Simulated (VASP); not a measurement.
# CdTe (F-43m) in VASP: settings compared, part 2 of 2

VASP 6.6.1.

## Step 3: Single point, r2SCAN

This run uses another cell than the first one, of 35.29 Å³/atom, 0.864 times its volume.

The input, POSCAR:

```
CdTe
1.0
    0.0000000000      3.2799551159      3.2799551159
    3.2799551159      0.0000000000      3.2799551159
    3.2799551159      3.2799551159      0.0000000000
Cd Te
1 1
Direct
    0.0000000000      0.0000000000      0.0000000000
    0.2500000000      0.2500000000      0.2500000000
```

The input, INCAR.step1:

```
ALGO     = Normal         # electronic algorithm
EDIFF    = 1E-4           # SCF threshold, eV
ENCUT    = 520            # plane-wave cutoff, eV
GGA      = PE             # functional
ISMEAR   = 0              # smearing method
LASPH    = T              # aspherical terms in the spheres
LCHARG   = F              # write CHGCAR
LREAL    = F              # projectors in reciprocal space
LWAVE    = T              # write WAVECAR
NBANDS   = 16             # bands
NELM     = 100            # most SCF steps
PREC     = Accurate       # precision mode
SIGMA    = 0.01           # smearing width, eV
```

The input, INCAR.step2:

```
ALGO     = Normal         # electronic algorithm
EDIFF    = 1E-6           # SCF threshold, eV
ENCUT    = 520            # plane-wave cutoff, eV
ISIF     = 2              # what is computed and relaxed
ISMEAR   = 0              # smearing method
ISTART   = 1            
LASPH    = T              # aspherical terms in the spheres
LCHARG   = F              # write CHGCAR
LMIXTAU  = T            
LREAL    = F              # projectors in reciprocal space
LWAVE    = F              # write WAVECAR
METAGGA  = R2SCAN         # meta-GGA
NBANDS   = 16             # bands
NELM     = 100            # most SCF steps
PREC     = Accurate       # precision mode
SIGMA    = 0.01           # smearing width, eV
```

The input, KPOINTS:

```
k-points
0
Gamma
  6 6 6
```

Potentials or basis: VASP PAW PBE potentials, release 64 (Cd, Te).

The run is started by

```bash
> cat potpaw_PBE.64/Cd/POTCAR potpaw_PBE.64/Te/POTCAR > POTCAR
> cp INCAR.step1 INCAR
> mpirun -np 1 vasp_std > vasp.out
> cp INCAR.step2 INCAR
> mpirun -np 1 vasp_std > vasp.out
```

OUTCAR:

```text
EDIFF = 1E-6
   ENCUT = 520
   ISIF = 2
   ISMEAR = 0
   ISTART = 1
   LASPH = T
   LREAL = F
   METAGGA = R2SCAN
   NELM = 100
   PREC = Accurate

 ion  position               nearest neighbor table
   1  0.000  0.000  0.000-   2 2.84   2 2.84   2 2.84   2 2.84
   2  0.250  0.250  0.250-   1 2.84   1 2.84   1 2.84   1 2.84

  LATTYP: Found a face centered cubic cell.
 ALAT       =     6.5599102318

  Lattice vectors:

 A1 = (   0.0000000000,   3.2799551159,   3.2799551159)
 A2 = (   3.2799551159,   0.0000000000,   3.2799551159)
 A3 = (   3.2799551159,   3.2799551159,   0.0000000000)

Analysis of symmetry for initial positions (statically):
=====================================================================
 Subroutine PRICEL returns:
 Original cell was already a primitive cell.

 Routine SETGRP: Setting up the symmetry group for a
 face centered cubic supercell.

 Subroutine GETGRP returns: Found 24 space group operations
 (whereof 24 operations were pure point group operations)
 out of a pool of 48 trial point group operations.

The static configuration has the point symmetry T_d .

Analysis of symmetry for dynamics (positions and initial velocities):
=====================================================================
 Subroutine PRICEL returns:
 Original cell was already a primitive cell.

 Routine SETGRP: Setting up the symmetry group for a
 face centered cubic supercell.

 Subroutine GETGRP returns: Found 24 space group operations
 (whereof 24 operations were pure point group operations)
 out of a pool of 48 trial point group operations.

The dynamic configuration has the point symmetry T_d .

 Subroutine INISYM returns: Found 24 space group operations
 (whereof 24 operations are pure point group operations),
 and found     1 'primitive' translations

[... 100 lines left out ...]
   ISMEAR =     0;   SIGMA  =   0.01  broadening in eV -4-tet -1-fermi 0-gaus
   EFERMI_NEDOS =   21; number of points for ismear=-14 and -15
   IALGO  =     38    algorithm
   IMIX   =      4    mixing-type and parameters
     AMIX     =   0.40;   BMIX     =  1.00
     AMIX_MAG =   1.60;   BMIX_MAG =  1.00
  volume/ion in A,a.u.               =      35.29       238.12
  Fermi-wavevector in a.u.,A,eV,Ry     =   1.038216  1.961944 14.665621  1.077893
  Thomas-Fermi vector in A             =   2.172690
   LORBIT       =      0    0 simple, 1 ext, 2 COOP (PROOUT), +10 PAW based schemes
   METAGGA = R2SCAN    functional components
   LHFCALC =     F    Hartree Fock is set to
   AEXX    =    0.0000 exact exchange contribution
   IVDW    =     0    specifies the selected vdW correction
   LEPSILON=     F    determine dielectric tensor
   LRPA    =     F    only Hartree local field effects (RPA)
 non-spin polarized calculation
 Gauss-broadening in eV      SIGMA  =   0.01
  energy-cutoff  :      520.00
  volume of cell :       70.57
 maximum number of plane-waves:      1917
 NGX is ok and might be reduce to    36
   NGX = 17   NGY = 17   NGZ = 17

 number of electron      18.0000006 magnetization

 Free energy of the ion-electron system (eV)
  ---------------------------------------------------
  ext. energy  EPLUGINS =         0.00000000
  ---------------------------------------------------
  free energy    TOTEN  =       -46.64138589 eV

  energy without entropy =      -46.64138589  energy(sigma->0) =      -46.64138589

 E-fermi :   1.8627     XC(G=0):  -8.9354

 val. band max:        1.7774040937   @ k =   0.0000   0.0000   0.0000
 cond. band min:       2.9311162947   @ k =   0.0000   0.0000   0.0000
 fundamental gap:      1.1537122010
 Fermi energy:         1.8626686249

 k-point     1 :       0.0000    0.0000    0.0000
  band No.  band energies     occupation
      1      -9.5402      2.00000
      2      -6.6689      2.00000
      3      -6.6689      2.00000
      4      -6.6689      2.00000
      5      -6.4124      2.00000
      6      -6.4124      2.00000
[... 281 lines left out ...]
      3      -6.5391      2.00000
      4      -6.4570      2.00000
      5      -6.3995      2.00000
      6      -5.8722      2.00000
[... 8 lines left out ...]
     15      13.2647      0.00000
     16      13.6668      0.00000

------------------------ aborting loop because EDIFF is reached ----------------------------------------

  FORCE on cell =-STRESS in cart. coord.  units (eV):
  Direction    XX          YY          ZZ          XY          YZ          ZX
  --------------------------------------------------------------------------------------
  -------------------------------------------------------------------------------------
  Total        0.0363488      0.0363488      0.0363488      0.0000000      0.0000000      0.0000000
  in kB        0.8252152      0.8252152      0.8252152      0.0000000      0.0000000      0.0000000
  external PRESSURE =       0.8252152 kB  Pullay stress =       0.0000000 kB

 VOLUME and BASIS-vectors are now :
 -----------------------------------------------------------------------------
  energy-cutoff  :      520.00
  volume of cell :       70.57
      direct lattice vectors                 reciprocal lattice vectors
     0.000000000  3.279955116  3.279955116    -0.152441110  0.152441110  0.152441110
     3.279955116  0.000000000  3.279955116     0.152441110 -0.152441110  0.152441110
     3.279955116  3.279955116  0.000000000     0.152441110  0.152441110 -0.152441110

 POSITION                                       TOTAL-FORCE (eV/Angst)
 -----------------------------------------------------------------------------------
      0.00000      0.00000      0.00000        -0.000000     -0.000000     -0.000000
      1.63998      1.63998      1.63998         0.000000      0.000000      0.000000
 -----------------------------------------------------------------------------------
    total drift:                               -0.000001     -0.000001     -0.000001

  FREE ENERGIE OF THE ION-ELECTRON SYSTEM (eV)
  ---------------------------------------------------
  free  energy   TOTEN  =       -46.6413858864 eV

  energy  without entropy=      -46.6413858864  energy(sigma->0) =      -46.64138589
```

OUTCAR.step1:

```text
EDIFF = 1E-4
   ENCUT = 520
   GGA = PE
   ISMEAR = 0
   LASPH = T
[... 514 lines left out ...]
 -----------------------------------------------------------------------------------
      0.00000      0.00000      0.00000        -0.000000     -0.000000     -0.000000
      1.63998      1.63998      1.63998         0.000000      0.000000      0.000000
 -----------------------------------------------------------------------------------
    total drift:                               -0.000000     -0.000000     -0.000000

  FREE ENERGIE OF THE ION-ELECTRON SYSTEM (eV)
  ---------------------------------------------------
  free  energy   TOTEN  =        -4.7997755804 eV

  energy  without entropy=       -4.7997755804  energy(sigma->0) =       -4.79977558
```

Wall time 55 s (1 thread of Intel Xeon 6975P-C, shared host); peak memory 0.22 GiB.

What came out:

```yaml
Free_energy: -46.6414 eV
Pressure: 0.1 GPa
Band_gap_on_the_k_mesh: 1.15 eV, direct
```

Caveat: the PAW data sets were made with another functional, which shifts forces and pressure a little; spin-orbit coupling is left out, which moves the levels of the heavy elements. r2SCAN opens gaps a little over a GGA but as a rule still falls short of measured ones.

## Step 4: Single point, r2SCAN (strain +2.0%)

The input, POSCAR:

```
CdTe
1.0
    0.0000000000      3.3455542182      3.3455542182
    3.3455542182      0.0000000000      3.3455542182
    3.3455542182      3.3455542182      0.0000000000
Cd Te
1 1
Direct
    0.0000000000      0.0000000000      0.0000000000
    0.2500000000      0.2500000000      0.2500000000
```

The input, INCAR.step1:

```
PREC = Accurate ; ENCUT = 520
ISMEAR = 0 ; SIGMA = 0.01
LREAL = False ; LASPH = True
NELM = 100 ; NBANDS = 16
GGA = PE ; ALGO = Normal
EDIFF = 1E-4 ; LWAVE = True
LCHARG = False
```

The input, INCAR.step2:

```
PREC = Accurate ; ENCUT = 520
EDIFF = 1E-6 ; ISMEAR = 0
SIGMA = 0.01 ; LREAL = False
LASPH = True ; NELM = 100
ALGO = Normal ; ISIF = 2
LWAVE = False ; LCHARG = False
METAGGA = R2SCAN ; LMIXTAU = True
NBANDS = 16 ; ISTART = 1
```

The input, KPOINTS:

```
regular mesh
0
Gamma
  6 6 6
```

The run is started by

```bash
> cat potpaw_PBE.64/Cd/POTCAR potpaw_PBE.64/Te/POTCAR > POTCAR
> cp INCAR.step1 INCAR
> mpirun -np 1 vasp_std > vasp.out
> cp INCAR.step2 INCAR
> mpirun -np 1 vasp_std > vasp.out
```

Wall time 68 s (1 thread of Intel Xeon 6975P-C, shared host); peak memory 0.22 GiB.

The run converged. Its results:

```yaml
Free_energy: -46.6135 eV
Pressure: -2.0 GPa
Band_gap_on_the_k_mesh: 0.96 eV, direct
```

Levels at points of the mesh, in eV from the valence-band top:
| k point | band 7 | band 8 | band 9 | band 10 | band 11 | band 12 |
| --- | --- | --- | --- | --- | --- | --- |
| (0.00, 0.00, 0.00) | 0.00 | 0.00 | 0.00 | 0.96 | 5.08 | 5.08 |
| (0.50, 0.00, 0.00) | -3.97 | -0.66 | -0.66 | 2.12 | 5.61 | 5.61 |
| (0.50, 0.50, 0.00) | -3.90 | -1.60 | -1.60 | 2.97 | 3.07 | 8.92 |

Caveat: the cell differs from its parent crystal (strain +2.0%); the PAW data sets were made with another functional, which shifts forces and pressure a little; spin-orbit coupling is left out, which moves the levels of the heavy elements.

## Step 5: Single point, r2SCAN (strain +5.0%)

The input, POSCAR:

```
CdTe
1.0
    0.0000000000      3.4439528717      3.4439528717
    3.4439528717      0.0000000000      3.4439528717
    3.4439528717      3.4439528717      0.0000000000
Cd Te
1 1
Direct
    0.0000000000      0.0000000000      0.0000000000
    0.2500000000      0.2500000000      0.2500000000
```

The input, INCAR.step1:

```
SYSTEM = CdTe
ALGO     = Normal         ! electronic algorithm
EDIFF    = 1E-4           ! SCF threshold, eV
ENCUT    = 520            ! plane-wave cutoff, eV
GGA      = PE             ! functional
ISMEAR   = 0              ! smearing method
LASPH    = .TRUE.         ! aspherical terms in the spheres
LCHARG   = .FALSE.        ! write CHGCAR
LREAL    = .FALSE.        ! projectors in reciprocal space
LWAVE    = .TRUE.         ! write WAVECAR
NBANDS   = 16             ! bands
NELM     = 80             ! most SCF steps
PREC     = Accurate       ! precision mode
SIGMA    = 0.01           ! smearing width, eV
```

The input, INCAR.step2:

```
SYSTEM = CdTe
ALGO     = Normal         ! electronic algorithm
EDIFF    = 1E-6           ! SCF threshold, eV
ENCUT    = 520            ! plane-wave cutoff, eV
ISIF     = 2              ! what is computed and relaxed
ISMEAR   = 0              ! smearing method
ISTART   = 1            
LASPH    = .TRUE.         ! aspherical terms in the spheres
LCHARG   = .TRUE.         ! write CHGCAR
LELF     = .TRUE.         ! ELF
LMIXTAU  = .TRUE.       
LREAL    = .FALSE.        ! projectors in reciprocal space
LVHAR    = .TRUE.       
LWAVE    = .FALSE.        ! write WAVECAR
METAGGA  = R2SCAN         ! meta-GGA
NBANDS   = 16             ! bands
NELM     = 80             ! most SCF steps
PREC     = Accurate       ! precision mode
SIGMA    = 0.01           ! smearing width, eV
```

The input, KPOINTS:

```
k-points
0
G
  6 6 6
  0 0 0
```

Potentials or basis: VASP PAW PBE potentials, release 64 (Cd, Te).

The run is started by

```bash
> cat potpaw_PBE.64/Cd/POTCAR potpaw_PBE.64/Te/POTCAR > POTCAR
> cp INCAR.step1 INCAR
> mpirun -np 1 vasp_std > vasp.out
> cp INCAR.step2 INCAR
> mpirun -np 1 vasp_std > vasp.out
```

OUTCAR:

```text
SYSTEM = CdTe
   EDIFF = 1E-6
   ENCUT = 520
   ISIF = 2
   ISMEAR = 0
   ISTART = 1
   LASPH = .TRUE.
   LREAL = .FALSE.
   METAGGA = R2SCAN
   NELM = 80
   PREC = Accurate

 ion  position               nearest neighbor table
   1  0.000  0.000  0.000-   2 2.98   2 2.98   2 2.98   2 2.98
   2  0.250  0.250  0.250-   1 2.98   1 2.98   1 2.98   1 2.98

  LATTYP: Found a face centered cubic cell.
 ALAT       =     6.8879057434

  Lattice vectors:

 A1 = (   0.0000000000,   3.4439528717,   3.4439528717)
 A2 = (   3.4439528717,   0.0000000000,   3.4439528717)
 A3 = (   3.4439528717,   3.4439528717,   0.0000000000)

Analysis of symmetry for initial positions (statically):
=====================================================================
 Subroutine PRICEL returns:
 Original cell was already a primitive cell.

 Routine SETGRP: Setting up the symmetry group for a
 face centered cubic supercell.

 Subroutine GETGRP returns: Found 24 space group operations
 (whereof 24 operations were pure point group operations)
 out of a pool of 48 trial point group operations.

The static configuration has the point symmetry T_d .
[... 149 lines left out ...]

  energy without entropy =      -46.47817633  energy(sigma->0) =      -46.47817633

 E-fermi :   0.6715     XC(G=0):  -8.2837

 val. band max:        0.6168223543   @ k =   0.0000   0.0000   0.0000
 cond. band min:       1.3143287327   @ k =   0.0000   0.0000   0.0000
 fundamental gap:      0.6975063784
 Fermi energy:         0.6714891159

 k-point     1 :       0.0000    0.0000    0.0000
  band No.  band energies     occupation
      1      -9.9928      2.00000
      2      -7.4992      2.00000
      3      -7.4992      2.00000
      4      -7.4992      2.00000
      5      -7.3366      2.00000
      6      -7.3366      2.00000
[... 281 lines left out ...]
      3      -7.4153      2.00000
      4      -7.3617      2.00000
      5      -7.3272      2.00000
      6      -6.9640      2.00000
[... 8 lines left out ...]
     15      11.4709      0.00000
     16      11.9154      0.00000

------------------------ aborting loop because EDIFF is reached ----------------------------------------

  FORCE on cell =-STRESS in cart. coord.  units (eV):
  Direction    XX          YY          ZZ          XY          YZ          ZX
  --------------------------------------------------------------------------------------
  -------------------------------------------------------------------------------------
  Total       -2.1131597     -2.1131597     -2.1131597      0.0000000      0.0000000      0.0000000
  in kB      -41.4420565    -41.4420565    -41.4420565      0.0000000      0.0000000      0.0000000
  external PRESSURE =     -41.4420565 kB  Pullay stress =       0.0000000 kB

 VOLUME and BASIS-vectors are now :
 -----------------------------------------------------------------------------
  energy-cutoff  :      520.00
  volume of cell :       81.70
      direct lattice vectors                 reciprocal lattice vectors
     0.000000000  3.443952872  3.443952872    -0.145182010  0.145182010  0.145182010
     3.443952872  0.000000000  3.443952872     0.145182010 -0.145182010  0.145182010
     3.443952872  3.443952872  0.000000000     0.145182010  0.145182010 -0.145182010

 POSITION                                       TOTAL-FORCE (eV/Angst)
 -----------------------------------------------------------------------------------
      0.00000      0.00000      0.00000        -0.000000     -0.000000     -0.000000
      1.72198      1.72198      1.72198         0.000000      0.000000      0.000000
 -----------------------------------------------------------------------------------
    total drift:                               -0.000004     -0.000004     -0.000004

  FREE ENERGIE OF THE ION-ELECTRON SYSTEM (eV)
  ---------------------------------------------------
  free  energy   TOTEN  =       -46.4781763294 eV

  energy  without entropy=      -46.4781763294  energy(sigma->0) =      -46.47817633
```

It took 76 s on 1 thread of Intel Xeon 6975P-C, shared host; peak memory 0.22 GiB.

Results:

| Quantity | Value |
| --- | --- |
| Free energy | -46.4782 eV |
| Pressure | -4.1 GPa |
| Band gap on the k mesh | 0.70 eV, direct |

Caveat: the cell differs from its parent crystal (strain +5.0%); the PAW data sets were made with another functional, which shifts forces and pressure a little; spin-orbit coupling is left out, which moves the levels of the heavy elements.

## Step 6: Summary

| level | cell | smearing | gap on the mesh (eV) | pressure (GPa) |
| --- | --- | --- | --- | --- |
| PBE | a = 4.870 Å, angles 60.0°, 2 atoms | fermi-dirac 0.02 eV | 0.24 | -3.1 |
| r2SCAN | a = 4.639 Å, angles 60.0°, 2 atoms | gaussian 0.01 eV | 1.15 | 0.1 |
| r2SCAN | a = 4.731 Å, angles 60.0°, 2 atoms | gaussian 0.01 eV | 0.96 | -2.0 |
| r2SCAN | a = 4.870 Å, angles 60.0°, 2 atoms | gaussian 0.01 eV | 0.70 | -4.1 |

Alike in all rows: task single point; potentials or basis VASP PAW PBE potentials, release 64 (Cd, Te); no spin polarisation; k mesh 6 × 6 × 6; cutoff (eV) 520.

Caveats: spin-orbit coupling is left out, which moves the levels of the heavy elements; the PAW data sets were made with another functional, which shifts forces and pressure a little (some runs).

Absolute energies hang on the potentials; compare differences alone.
